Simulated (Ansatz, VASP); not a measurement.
## W in VASP and in Ansatz

INCAR

```
SYSTEM = W
PREC = Accurate
ENCUT = 520
EDIFF = 1E-6
ISMEAR = -1
SIGMA = 0.1
LREAL = .False.
LASPH = .True.
NELM = 100
ALGO = Normal
ISIF = 2
LWAVE = .False.
LCHARG = .False.
GGA = PS
NBANDS = 13
```

File KPOINTS:

```
regular mesh
0
Gamma
  14 14 14
  0 0 0
```

File POSCAR:

```
W
1.0
    2.7101717765      0.0000000000      0.0000000000
    0.0000000000      2.7101717765      0.0000000000
    0.0000000000      0.0000000000      2.7101717765
W
1
Direct
    0.0000000000      0.0000000000      0.0000000000
```

Input for Ansatz:

```yaml
crystal:
  lattice:
    - [2.7101717765, 0.0, 0.0]
    - [0.0, 2.7101717765, 0.0]
    - [0.0, 0.0, 2.7101717765]
  atoms:
    - { symbol: W, position: [0.0, 0.0, 0.0] }
hamiltonian:
  xc: pbesol
  pseudopotentials:
    kind: paw
    azcp:
      W: "pseudopotentials/W.paw.azcp"
basis:
  ecutwfc: 420
  fft_grid_basis: typed
kpoints:
  mp_grid: { grid: [14, 14, 14], shift: [0, 0, 0] }
magnetization:
  spin_polarized: false
scf:
  occupations: { method: fermi_dirac, width: 0.1 }
  lower_state_search: "off"
output:
  stress: true
  write_density: true
  write_potential: true
  elf: true
  volumetric_format: npy
```

Alike in both runs: task single point; functional PBEsol; k mesh 14 × 14 × 14; occupations fermi-dirac, width 0.1 eV; no spin polarisation.

|  | VASP | Ansatz |
| --- | --- | --- |
| version | VASP 6.6.1 | Ansatz 0.2.0 |
| potentials or method | VASP PAW PBE potentials, release 64 (W_sv), cutoff 520 eV | plane waves (420 eV) with PAW, scalar-relativistic |
| valence electrons in the cell | 14 | 14 |

Ansatz gave:

| Property | Result |
| --- | --- |
| pressure (GPa) | -20.3 |

**Question.** Which values does VASP return?

**Answer.** Pressure (GPa): -20.0.

VASP's potentials were made for PBE, not for PBEsol, and Ansatz warns of the same on its side.

Neither program's run includes spin-orbit coupling.
